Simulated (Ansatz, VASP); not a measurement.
# One calculation of BN, two programs

The input INCAR:

```
SYSTEM = BN
PREC = Accurate ; ENCUT = 600
EDIFF = 1E-6 ; ISMEAR = -1
SIGMA = 0.01 ; LREAL = .False.
LASPH = .True. ; NELM = 120
ALGO = Normal ; ISIF = 2
LWAVE = .False. ; LCHARG = .False.
NBANDS = 16 ; GGA_COMPAT = .False.
```

Contents of KPOINTS:

```
Automatic mesh
0
Gamma
  13 13 5
  0 0 0
```

POSCAR

```
BN
1.0
    2.4883437615      0.0000000000      0.0000000000
   -1.2441718807      2.1549689108      0.0000000000
    0.0000000000      0.0000000000      6.4954828762
B N
2 2
Direct
    0.3335905360      0.6664094636      0.2500000001
    0.6664094636      0.3335905360      0.7500000004
    0.3342207790      0.6657792206      0.7500000004
    0.6657792206      0.3342207790      0.2500000001
```

Input for Ansatz:

```yaml
crystal:
  lattice:
    - [2.4883437615, 0.0, 0.0]
    - [-1.2441718807, 2.1549689108, 0.0]
    - [0.0, 0.0, 6.4954828762]
  atoms:
    - { symbol: B, position: [0.333590536, 0.6664094636, 0.2500000001] }
    - { symbol: B, position: [0.6664094636, 0.333590536, 0.7500000004] }
    - { symbol: "N", position: [0.334220779, 0.6657792206, 0.7500000004] }
    - { symbol: "N", position: [0.6657792206, 0.334220779, 0.2500000001] }
basis:
  ecutwfc: 420.0
  ecutrho_ratio: 4
  xc_grid: 2
  precision: f64
hamiltonian:
  xc: lda
  pseudopotentials: { kind: paw, azcp: { folder: soft_1 } }
scf:
  max_iter: 60
  self_checks: high
  occupations: { method: fermi_dirac, width: 0.01 }
kpoints:
  mp_grid: { grid: [13, 13, 5] }
  band_path: { path: [VBM, CBM], npoints: 1 }
checkpoint:
  write: "../edges.lda.run"
  compress: false
  write_wavefunctions: true
  write_every: 100000
```

Alike in both runs: task single point; functional LDA; k mesh 13 × 13 × 5; occupations fermi-dirac, width 0.01 eV; no spin polarisation.

|  | VASP | Ansatz |
| --- | --- | --- |
| version | VASP 6.6.1 | Ansatz 0.2.0 |
| potentials or method | VASP PAW LDA potentials, release 64 (B, N), cutoff 600 eV | plane-wave PAW DFT |
| valence electrons in the cell | 16 | 16 |

Ansatz gave:

* gap on the k mesh at the Fermi level (eV): 4.08

Estimate VASP's values.

gap on the k mesh at the Fermi level (eV): 4.07.

Ansatz warns that its potentials were made for another functional, while VASP's fit it. LDA's correlation is that of Perdew and Zunger in VASP and of Perdew and Wang (1992) in Ansatz.
